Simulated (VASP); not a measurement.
Here is a VASP 6.6.1 calculation.

Contents of INCAR:

```
ALGO     = Normal         # electronic algorithm
EDIFF    = 1E-7           # SCF threshold, eV
ENCUT    = 520            # plane-wave cutoff, eV
GGA      = PE             # functional
ISIF     = 2              # what is computed and relaxed
ISMEAR   = 0              # smearing method
LASPH    = T              # aspherical terms in the spheres
LCHARG   = F              # write CHGCAR
LREAL    = F              # projectors in reciprocal space
LWAVE    = F              # write WAVECAR
NBANDS   = 38             # bands
NELM     = 60             # most SCF steps
PREC     = Accurate       # precision mode
SIGMA    = 0.1            # smearing width, eV
```

KPOINTS

```
k-points
0
Gamma
  8 8 8
```

POSCAR

```
SiNi
1.0
    4.4263660760      0.0000000000      0.0000000000
    0.0000000000      4.4263660760      0.0000000000
    0.0000000000      0.0000000000      4.4263660760
Si Ni
4 4
Direct
    0.8468046432      0.8468046432      0.8468046432
    0.6531953568      0.1531953568      0.3468046432
    0.3468046432      0.6531953568      0.1531953568
    0.1531953568      0.3468046432      0.6531953568
    0.1497983019      0.1497983019      0.1497983019
    0.3502016981      0.8502016981      0.6497983019
    0.6497983019      0.3502016981      0.8502016981
    0.8502016981      0.6497983019      0.3502016981
```

Potentials or basis: VASP PAW PBE potentials, release 64 (Si, Ni).

Run with:

```console
$ cat potpaw_PBE.64/Si/POTCAR potpaw_PBE.64/Ni/POTCAR > POTCAR
$ mpirun -np 1 vasp_std > vasp.out
```

Question: Predict the largest force.

Answer: 0.007 eV/Å.

Question: What does it give for the pressure?

Answer: 12.9 GPa.

Question: Predict the band gap on the k mesh.

Answer: Zero (bands 28 and 29 overlap by 1.27 eV).

Forces on the atoms (eV/Å):
```
Si   0.004  0.004  0.004
Si  -0.004 -0.004  0.004
Si   0.004 -0.004 -0.004
Si  -0.004  0.004 -0.004
Ni  -0.002 -0.002 -0.002
Ni   0.002  0.002 -0.002
Ni  -0.002  0.002  0.002
Ni   0.002 -0.002  0.002
```

Caveat: the cell stands under pressure. Spin polarisation is off, so any magnetic state and its effect on volume and gap are missing.
